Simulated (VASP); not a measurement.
A run of VASP 6.6.1:

The input POSCAR:

```
Re2C
1.0
    2.9480514304      0.0000000000      0.0000000000
   -1.4740257152      2.5530874304      0.0000000000
    0.0000000000      0.0000000000     10.0948543929
Re C
4 2
Direct
    0.3333333333      0.6666666667      0.6087175266
    0.6666666667      0.3333333333      0.1087175266
    0.6666666667      0.3333333333      0.3912824734
    0.3333333333      0.6666666667      0.8912824734
    0.3333333333      0.6666666667      0.2500000000
    0.6666666667      0.3333333333      0.7500000000
```

Contents of INCAR.step1:

```
PREC = Accurate
ENCUT = 770
ISMEAR = 0
SIGMA = 0.1
LREAL = False
LASPH = True
NELM = 120
NBANDS = 43
GGA = PE
ALGO = Normal
EDIFF = 1E-5
LWAVE = True
LCHARG = False
GGA_COMPAT = False
```

The input INCAR.step2:

```
PREC = Accurate
ENCUT = 770
EDIFF = 1E-6
ISMEAR = 0
SIGMA = 0.1
LREAL = False
LASPH = True
NELM = 120
ALGO = Normal
ISIF = 2
LWAVE = False
LCHARG = True
METAGGA = R2SCAN
LMIXTAU = True
LELF = True
LVHAR = True
NBANDS = 43
ISTART = 1
GGA_COMPAT = False
```

File KPOINTS:

```
Automatic mesh
0
Gamma
  12 12 4
```

Potentials or basis: VASP PAW PBE potentials, release 64 (Re_sv_GW, C).

Launch:

```sh
$ cat potpaw_PBE.64/Re_sv_GW/POTCAR potpaw_PBE.64/C/POTCAR > POTCAR
$ cp INCAR.step1 INCAR
$ mpirun -np 1 vasp_std > vasp.out
$ cp INCAR.step2 INCAR
$ mpirun -np 1 vasp_std > vasp.out
```

Hardware: 1 thread of Intel(R) Xeon(R) Platinum 8488C (Sapphire Rapids), on a shared host.

Problem. Estimate the wall time of this run.

Solution. It took 18 min on 1 thread of Intel(R) Xeon(R) Platinum 8488C (Sapphire Rapids), with other jobs on the host, peak memory 0.47 GiB. Counts: k points 57.
